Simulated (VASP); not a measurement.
Set up this calculation in VASP 6.6.1, as the native input.

```yaml
Task: relaxation of cell and atoms
Functional: PBE
Potentials_or_basis: VASP PAW PBE potentials, release 64 (Co)
Cutoff: 600 eV
k_mesh: 10 × 10 × 14
Occupations: fermi-dirac, width 0.1 eV
Spin: collinear spin, ferromagnetic start
Starting_moments: "[1.7, 1.7, 1.7] μB"
Target_pressure: 160 GPa
Dipole_correction: no
Further_INCAR_settings: ALGO = Normal; EDIFF = 1e-06; IBRION = 2; EDIFFG = -0.005; NSW = 60; ISIF = 3
```

The structure of Co lies in POSCAR:

```
Co
1.0
    3.4978358571      0.0000000000      0.0000000000
   -1.7489179286      3.0292147105      0.0000000000
    0.0000000000      0.0000000000      2.1686582314
Co
3
Direct
    0.0000000000      0.0000000000      0.0000000000
    0.3333333333      0.6666666667      0.5000000000
    0.6666666667      0.3333333333      0.5000000000
```

One way to write it, as run:

INCAR

```
ALGO = Normal
EDIFF = 1E-6
EDIFFG = -0.005
ENCUT = 600
GGA = PE
IBRION = 2
ISIF = 3
ISMEAR = -1
ISPIN = 2
LASPH = True
LCHARG = False
LMAXMIX = 4
LORBIT = 11
LREAL = False
LWAVE = False
MAGMOM = 1.7 1.7 1.7
NELM = 150
NSW = 60
PREC = Accurate
PSTRESS = 1600.0
SIGMA = 0.1
```

KPOINTS

```
k-points
0
Gamma
  10 10 14
```

Potentials or basis: VASP PAW PBE potentials, release 64 (Co).

Command:

```sh
$ cat potpaw_PBE.64/Co/POTCAR > POTCAR
$ mpirun -np 1 vasp_std > vasp.out
```

Results of the run:

* Relaxed volume: 7.75 Å³/atom
* Relaxed cell: a = 3.535 Å, b = 3.535 Å, c = 2.148 Å, α = 90.00°, β = 90.00°, γ = 120.00°
* Space group after relaxing (to 0.05 Å): P6/mmm (No. 191)
* Energy change on relaxing (the enthalpy is what falls): -97.6 meV/atom
* Ionic steps: 8
* Pressure after relaxing: 160.1 GPa
* Net moment: 3.40 μB per cell
* Site moments: Co +1.19, +1.06 μB

Caveat: the cell is relaxed towards a set pressure, so the enthalpy falls and the energy may rise.

Wall time 14 min on 1 thread of Oxide Virtual Turin-like Processor, on a shared host, peak memory 0.18 GiB.
